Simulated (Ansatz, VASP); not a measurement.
Ru: VASP beside Ansatz

INCAR

```
PREC = Accurate ; ENCUT = 520
EDIFF = 1E-6 ; ISMEAR = 1
SIGMA = 0.3 ; LREAL = False
LASPH = True ; NELM = 100
ALGO = Normal ; ISIF = 2
LWAVE = False ; LCHARG = False
NBANDS = 21
```

File KPOINTS:

```
Automatic mesh
0
Gamma
  13 13 8
```

Contents of POSCAR:

```
Ru
1.0
    2.6775346364      0.0000000000      0.0000000000
   -1.3387673182      2.3188130146      0.0000000000
    0.0000000000      0.0000000000      4.2181251212
Ru
2
Direct
    0.3333333333      0.6666666667      0.2500000000
    0.6666666667      0.3333333333      0.7500000000
```

Input for Ansatz:

```yaml
crystal:
  lattice:
    - [2.6775346364, 0.0, 0.0]
    - [-1.3387673182, 2.3188130146, 0.0]
    - [0.0, 0.0, 4.2181251212]
  atoms:
    - { symbol: Ru, position: [0.3333333333, 0.6666666667, 0.25] }
    - { symbol: Ru, position: [0.6666666667, 0.3333333333, 0.75] }
hamiltonian:
  xc: lda
  pseudopotentials:
    kind: paw
    azcp:
      Ru: "pseudopotentials/Ru.paw.azcp"
basis:
  ecutwfc: 420
  fft_grid_basis: typed
kpoints:
  mp_grid: { grid: [13, 13, 8], shift: [0, 0, 0] }
magnetization:
  spin_polarized: false
scf:
  occupations: { method: methfessel_paxton, width: 0.3 }
  lower_state_search: "off"
output:
  stress: true
  write_density: true
  write_potential: true
  elf: true
  volumetric_format: npy
```

Alike in both runs: task single point; functional LDA; k mesh 13 × 13 × 8; occupations methfessel-paxton of order 1, width 0.3 eV; no spin polarisation.

|  | VASP | Ansatz |
| --- | --- | --- |
| version | VASP 6.6.1 | Ansatz 0.2.0 |
| potentials or method | VASP PAW LDA potentials, release 64 (Ru_pv), cutoff 520 eV | plane waves (420 eV) with PAW, scalar-relativistic |
| valence electrons in the cell | 28 | 32 |

Ansatz gave:

```
pressure (GPa)                                                : -0.2
traceless stress, the component that is largest in VASP (GPa) : -0.32
```

**Question.** Estimate VASP's values.

**Answer.** Pressure (GPa): 0.7; traceless stress, the component that is largest in VASP (GPa): -0.26.

Ansatz warns that its potentials were made for another functional, while VASP's fit it. LDA's correlation is that of Perdew and Zunger in VASP and of Perdew and Wang (1992) in Ansatz. VASP's potentials hold 28 valence electrons a cell and Ansatz's 32, so a difference there can come from the potentials and not from the codes.
